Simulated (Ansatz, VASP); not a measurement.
## BP: VASP beside Ansatz

```
B P
1.0
     0.00000    2.22776    2.22776
     2.22776    0.00000    2.22776
     2.22776    2.22776    0.00000
B P
1 1
Direct
  0.00000 0.00000 0.00000
  0.25000 0.25000 0.25000
```

Alike in both runs: task single point; functional PBE; k mesh 10 × 10 × 10; occupations gaussian, width 0.02 eV; no spin polarisation.

```csv
,VASP,Ansatz
version,VASP 6.6.1,Ansatz 0.2.0
potentials or method,"VASP PAW PBE potentials, release 64 (B, P)","scalar-relativistic, plane waves"
plane-wave cutoff (eV),500,1116
valence electrons in the cell,8,8
```

Ansatz gave:

- gap on the k mesh at the Fermi level (eV): 1.17
- least direct gap on the mesh (eV): 3.49
- pressure (GPa): 11.2

**Question.** What did VASP give for the same quantities?

**Answer.** gap on the k mesh at the Fermi level (eV): 1.16; least direct gap on the mesh (eV): 3.49; pressure (GPa): 11.0.

With one functional, cell and mesh, what is left measures potentials, basis and numerics.
